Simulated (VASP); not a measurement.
# WC (P-6m2) in VASP: single point with PBE

Aim: the single point of WC with PBE.

Program: VASP 6.6.1. These are calculated values, not measurements. Logs are shortened: lines on timing, memory, paths and dates and some standing lists are left out, and cuts for length are marked.

## Step 1: The cell of the first run

Symmetry: P-6m2, No. 187, hexagonal system. Conventional cell: a = 2.907 Å, b = 2.907 Å, c = 2.837 Å, α = 90.00°, β = 90.00°, γ = 120.00°. Within 3.0 Å of W (site symmetry -6m2) lie 6 C at 2.20 Å and 8 W at 2.84 to 2.91 Å. C (site symmetry -6m2) has 6 W at 2.20 Å and 8 C at 2.84 to 2.91 Å within 3.0 Å.

## Step 2: Single point, PBE

INCAR reads:

```
SYSTEM = WC
PREC     = Accurate       ! precision mode
ENCUT    = 1300           ! plane-wave cutoff, eV
EDIFF    = 1E-6           ! SCF threshold, eV
ISMEAR   = 1              ! smearing method
SIGMA    = 0.3            ! smearing width, eV
LREAL    = .FALSE.        ! projectors in reciprocal space
LASPH    = .TRUE.         ! aspherical terms in the spheres
NELM     = 120            ! most SCF steps
ALGO     = Normal         ! electronic algorithm
ISIF     = 2              ! what is computed and relaxed
LWAVE    = .FALSE.        ! write WAVECAR
LCHARG   = .FALSE.        ! write CHGCAR
GGA      = PE             ! functional
NBANDS   = 16             ! bands
GGA_COMPAT= .FALSE.
```

KPOINTS reads:

```
regular mesh
0
G
  13 13 12
  0 0 0
```

POSCAR reads:

```
WC
1.0
    2.9065000000      0.0000000000      0.0000000000
   -1.4532500000      2.5171028361      0.0000000000
    0.0000000000      0.0000000000      2.8366000000
W C
1 1
Direct
    0.0000000000      0.0000000000      0.0000000000
    0.6666666667      0.3333333333      0.5000000000
```

Potentials or basis: VASP PAW PBE potentials, release 64 (W_sv, C_h).

Run with:

```console
> cat potpaw_PBE.64/W_sv/POTCAR potpaw_PBE.64/C_h/POTCAR > POTCAR
> mpirun -np 1 vasp_std > vasp.out
```

OUTCAR:

```text
SYSTEM = WC
   PREC = Accurate
   ENCUT = 1300
   EDIFF = 1E-6
   ISMEAR = 1
   LREAL = .FALSE.
   LASPH = .TRUE.
   NELM = 120
   ISIF = 2
   GGA = PE

 ion  position               nearest neighbor table
   1  0.000  0.000  0.000-   2 2.20   2 2.20   2 2.20   2 2.20   2 2.20   2 2.20
   2  0.667  0.333  0.500-   1 2.20   1 2.20   1 2.20   1 2.20   1 2.20   1 2.20

  LATTYP: Found a hexagonal cell.
 ALAT       =     2.9065000000
 C/A-ratio  =     0.9759504559

  Lattice vectors:

 A1 = (   2.9065000000,   0.0000000000,   0.0000000000)
 A2 = (  -1.4532500000,   2.5171028361,   0.0000000000)
 A3 = (   0.0000000000,   0.0000000000,   2.8366000000)

Analysis of symmetry for initial positions (statically):
=====================================================================
 Subroutine PRICEL returns:
 Original cell was already a primitive cell.

 Routine SETGRP: Setting up the symmetry group for a
 hexagonal supercell.

 Subroutine GETGRP returns: Found 12 space group operations
 (whereof 12 operations were pure point group operations)
 out of a pool of 24 trial point group operations.

The static configuration has the point symmetry D_3h.

Analysis of symmetry for dynamics (positions and initial velocities):
=====================================================================
 Subroutine PRICEL returns:
 Original cell was already a primitive cell.

 Routine SETGRP: Setting up the symmetry group for a
 hexagonal supercell.

 Subroutine GETGRP returns: Found 12 space group operations
 (whereof 12 operations were pure point group operations)
 out of a pool of 24 trial point group operations.

The dynamic configuration has the point symmetry D_3h.

 Subroutine INISYM returns: Found 12 space group operations
 (whereof 12 operations are pure point group operations),
 and found     1 'primitive' translations

----------------------------------------------------------------------------------------

                                     Primitive cell

  volume of cell :      20.7525

  direct lattice vectors                    reciprocal lattice vectors
     2.906500000  0.000000000  0.000000000     0.344056425  0.198641070  0.000000000
    -1.453250000  2.517102836  0.000000000     0.000000000  0.397282139  0.000000000
     0.000000000  0.000000000  2.836600000     0.000000000  0.000000000  0.352534725

  length of vectors
     2.906500000  2.906500000  2.836600000     0.397282139  0.397282139  0.352534725

  position of ions in fractional coordinates (direct lattice)
     0.000000000  0.000000000  0.000000000
     0.666666667  0.333333333  0.500000000

  ion indices of the primitive-cell ions
   primitive index   ion index
                 1           1
                 2           2

----------------------------------------------------------------------------------------

 KPOINTS: regular mesh

Automatic generation of k-mesh.
 Grid dimensions read from file:
 generate k-points for:   13   13   12

 Generating k-lattice:

  Cartesian coordinates                     Fractional coordinates (reciprocal lattice)
     0.026465879  0.015280082  0.000000000     0.076923077  0.000000000  0.000000000
     0.000000000  0.030560165  0.000000000     0.000000000  0.076923077  0.000000000
     0.000000000  0.000000000  0.029377894     0.000000000  0.000000000  0.083333333

  Length of vectors
     0.030560165  0.030560165  0.029377894

  Shift w.r.t. Gamma in fractional coordinates (k-lattice)
     0.000000000  0.000000000  0.000000000

 Subroutine IBZKPT returns following result:
 ===========================================

 Found    147 irreducible k-points:

 Following reciprocal coordinates:
            Coordinates               Weight
  0.000000  0.000000  0.000000      1.000000
  0.076923  0.000000  0.000000      6.000000
  0.153846  0.000000  0.000000      6.000000
  0.230769  0.000000  0.000000      6.000000
  0.307692  0.000000  0.000000      6.000000
  0.384615  0.000000  0.000000      6.000000
[... 16 lines left out ...]
  0.076923  0.000000  0.083333     12.000000
  0.153846  0.000000  0.083333     12.000000
 [... further k-points ...]
   k-points           NKPTS =    147   k-points in BZ     NKDIM =    147   number of bands    NBANDS=     16
   number of dos      NEDOS =    301   number of ions     NIONS =      2
   total plane-waves  NPLWV =  46656
   dimension x,y,z NGX =    36 NGY =   36 NGZ =   36
   dimension x,y,z NGXF=    72 NGYF=   72 NGZF=   72
   ions per type =               1   1
   NGX,Y,Z   is equivalent  to a cutoff of  20.59, 20.59, 21.10 a.u.
   NGXF,Y,Z  is equivalent  to a cutoff of  41.18, 41.18, 42.20 a.u.
 SYSTEM =  WC
   PREC   = accura    normal or accurate (medium, high low for compatibility)
   ISTART =      0    job   : 0-new  1-cont  2-samecut
   ICHARG =      2    charge: 1-file 2-atom 10-const
   ISPIN  =      1    spin polarized calculation?
   LNONCOLLINEAR =      F non collinear calculations
   LSORBIT =      F    spin-orbit coupling
   LASPH  =      T    aspherical Exc in radial PAW
   ENCUT  = 1300.0 eV  95.55 Ry    9.77 a.u.   8.54  8.54  8.34*2*pi/ulx,y,z
   NELM   =    120;   NELMIN=  2; NELMDL= -5     # of ELM steps
   EDIFF  = 0.1E-05   stopping-criterion for ELM
   LREAL  =      F    real-space projection
   EDIFFG = 0.1E-04   stopping-criterion for IOM
   NSW    =      0    number of steps for IOM
   IBRION =     -1    ionic relax: 0-MD 1-quasi-New 2-CG
   NFREE  =      0    steps in history (QN), initial steepest desc. (CG)
   ISIF   =      2    stress and relaxation
   ISYM   =      2    0-nonsym 1-usesym 2-fastsym
   POTIM  = 0.5000    time-step for ionic-motion
   TEBEG  =    0.0;   TEEND  =   0.0 temperature during run
   PSTRESS=    0.0 pullay stress
   NELECT =      18.0000    total number of electrons
   NUPDOWN=      -1.0000    fix difference up-down
   EMIN   =  10.00;   EMAX   =-10.00  energy-range for DOS
   EFERMI =   0.00;   METHOD = LEGACY
   ISMEAR =     1;   SIGMA  =   0.30  broadening in eV -4-tet -1-fermi 0-gaus
   EFERMI_NEDOS =   21; number of points for ismear=-14 and -15
   IALGO  =     38    algorithm
   IMIX   =      4    mixing-type and parameters
     AMIX     =   0.40;   BMIX     =  1.00
     AMIX_MAG =   1.60;   BMIX_MAG =  1.00
  volume/ion in A,a.u.               =      10.38        70.02
  Fermi-wavevector in a.u.,A,eV,Ry     =   1.561262  2.950358 33.164744  2.437540
  Thomas-Fermi vector in A             =   2.664353
   LORBIT       =      0    0 simple, 1 ext, 2 COOP (PROOUT), +10 PAW based schemes
   GGA     = PE    functional components
   LHFCALC =     F    Hartree Fock is set to
   AEXX    =    0.0000 exact exchange contribution
   IVDW    =     0    specifies the selected vdW correction
   LEPSILON=     F    determine dielectric tensor
   LRPA    =     F    only Hartree local field effects (RPA)
 non-spin polarized calculation
 Methfessel and Paxton  Order N= 1 SIGMA  =   0.30
  energy-cutoff  :     1300.00
  volume of cell :       20.75
 maximum number of plane-waves:      2249
 NGX is ok and might be reduce to    36
   NGX = 17   NGY = 17   NGZ = 17

 number of electron      18.0000000 magnetization

 Free energy of the ion-electron system (eV)
  ---------------------------------------------------
  ext. energy  EPLUGINS =         0.00000000
  ---------------------------------------------------
  free energy    TOTEN  =       -22.44923927 eV

  energy without entropy =      -22.45008080  energy(sigma->0) =      -22.44951978

 E-fermi :  11.3959     XC(G=0): -13.8344

 val. band max:       11.3774859158   @ k =   0.4615   0.0769   0.4167
 cond. band min:      11.4231699634   @ k =   0.0769   0.0769   0.4167
 fundamental gap:      0.0456840476
 Fermi energy:        11.3958879167

 k-point     1 :       0.0000    0.0000    0.0000
  band No.  band energies     occupation
      1     -62.5933      2.00000
      2     -26.5722      2.00000
      3     -26.4729      2.00000
      4     -26.4729      2.00000
      5      -3.0396      2.00000
      6       7.0988      2.00000
[... 8 lines left out ...]
     15      25.7553      0.00000
     16      28.1489      0.00000

 k-point     2 :       0.0769    0.0000    0.0000
  band No.  band energies     occupation
      1     -62.5900      2.00000
      2     -26.5658      2.00000
      3     -26.5221      2.00000
      4     -26.4840      2.00000
      5      -2.8841      2.00000
      6       7.1438      2.00000
[... 8 lines left out ...]
     15      25.4432      0.00000
     16      28.4761      0.00000

 k-point     3 :       0.1538    0.0000    0.0000
  band No.  band energies     occupation
      1     -62.5807      2.00000
      2     -26.6565      2.00000
      3     -26.5483      2.00000
      4     -26.5147      2.00000
      5      -2.4410      2.00000
      6       6.8406      2.00000
[... 8 lines left out ...]
     15      25.1078      0.00000
     16      29.3867      0.00000

 k-point     4 :       0.2308    0.0000    0.0000
  band No.  band energies     occupation
      1     -62.5677      2.00000
      2     -26.8417      2.00000
      3     -26.5576      2.00000
      4     -26.5235      2.00000
      5      -1.7764      2.00000
      6       6.0886      2.00000
[... 8 lines left out ...]
     15      25.2901      0.00000
     16      29.7046      0.00000

 k-point     5 :       0.3077    0.0000    0.0000
  band No.  band energies     occupation
      1     -62.5539      2.00000
      2     -27.0330      2.00000
      3     -26.6028      2.00000
      4     -26.4970      2.00000
      5      -0.9955      2.00000
      6       5.3477      2.00000
[... 8 lines left out ...]
     15      26.1469      0.00000
     16      28.5579      0.00000

 k-point     6 :       0.3846    0.0000    0.0000
  band No.  band energies     occupation
      1     -62.5424      2.00000
      2     -27.1878      2.00000
      3     -26.6400      2.00000
      4     -26.4749      2.00000
      5      -0.2508      2.00000
      6       4.7636      2.00000
[... 8 lines left out ...]
     15      25.7077      0.00000
     16      28.3500      0.00000
[... 267 lines left out ...]
 k-point    21 :       0.3077    0.3077    0.0000
  band No.  band energies     occupation
      1     -62.5283      2.00000
      2     -27.1035      2.00000
      3     -26.9716      2.00000
      4     -26.4480      2.00000
      5       0.9962      2.00000
      6       4.8135      2.00000
[... 8 lines left out ...]
     15      26.8471      0.00000
     16      27.6172      0.00000

 k-point    22 :       0.0000    0.0000    0.0833
  band No.  band energies     occupation
      1     -62.5906      2.00000
      2     -26.6244      2.00000
      3     -26.4684      2.00000
      4     -26.4684      2.00000
      5      -2.8697      2.00000
      6       7.0113      2.00000
[... 8 lines left out ...]
     15      26.1467      0.00000
     16      28.1894      0.00000

 k-point    23 :       0.0769    0.0000    0.0833
  band No.  band energies     occupation
      1     -62.5873      2.00000
      2     -26.6180      2.00000
      3     -26.5172      2.00000
      4     -26.4795      2.00000
      5      -2.7179      2.00000
      6       7.0847      2.00000
[... 8 lines left out ...]
     15      25.6271      0.00000
     16      28.4753      0.00000

 k-point    24 :       0.1538    0.0000    0.0833
  band No.  band energies     occupation
      1     -62.5781      2.00000
      2     -26.6523      2.00000
      3     -26.5986      2.00000
      4     -26.5100      2.00000
      5      -2.2864      2.00000
      6       6.9067      2.00000
[... 8 lines left out ...]
     15      25.0312      0.00000
     16      29.2910      0.00000

 [... further k-points ...]

------------------------ aborting loop because EDIFF is reached ----------------------------------------

  FORCE on cell =-STRESS in cart. coord.  units (eV):
  Direction    XX          YY          ZZ          XY          YZ          ZX
  --------------------------------------------------------------------------------------
  -------------------------------------------------------------------------------------
  Total        0.8637982      0.8637982      0.8586782      0.0000000      0.0000000      0.0000000
  in kB       66.6888882     66.6888882     66.2936044      0.0000000      0.0000000      0.0000000
  external PRESSURE =      66.5571269 kB  Pullay stress =       0.0000000 kB

 VOLUME and BASIS-vectors are now :
 -----------------------------------------------------------------------------
  energy-cutoff  :     1300.00
  volume of cell :       20.75
      direct lattice vectors                 reciprocal lattice vectors
     2.906500000  0.000000000  0.000000000     0.344056425  0.198641070  0.000000000
    -1.453250000  2.517102836  0.000000000     0.000000000  0.397282139  0.000000000
     0.000000000  0.000000000  2.836600000     0.000000000  0.000000000  0.352534725

 POSITION                                       TOTAL-FORCE (eV/Angst)
 -----------------------------------------------------------------------------------
      0.00000      0.00000      0.00000        -0.000000      0.000000      0.000000
      1.45325      0.83903      1.41830         0.000000     -0.000000      0.000000
 -----------------------------------------------------------------------------------
    total drift:                               -0.000000      0.000000      0.000000

  FREE ENERGIE OF THE ION-ELECTRON SYSTEM (eV)
  ---------------------------------------------------
  free  energy   TOTEN  =       -22.4492392691 eV

  energy  without entropy=      -22.4500808018  energy(sigma->0) =      -22.44951978
```

Run time: 3.4 min. Hardware: 1 thread of AMD EPYC 7R43 (Zen 3), shared host; peak memory 0.32 GiB.

What came out:

```
Free energy            : -22.4492 eV
Pressure               : 6.7 GPa
Band gap on the k mesh : zero (bands 9 and 10 overlap by 1.27 eV)
```

Caveat: the cell stands under pressure; spin-orbit coupling is left out, which moves the levels of the heavy elements.

The gap in the log of VASP goes by the Fermi energy; the results here count the filled bands.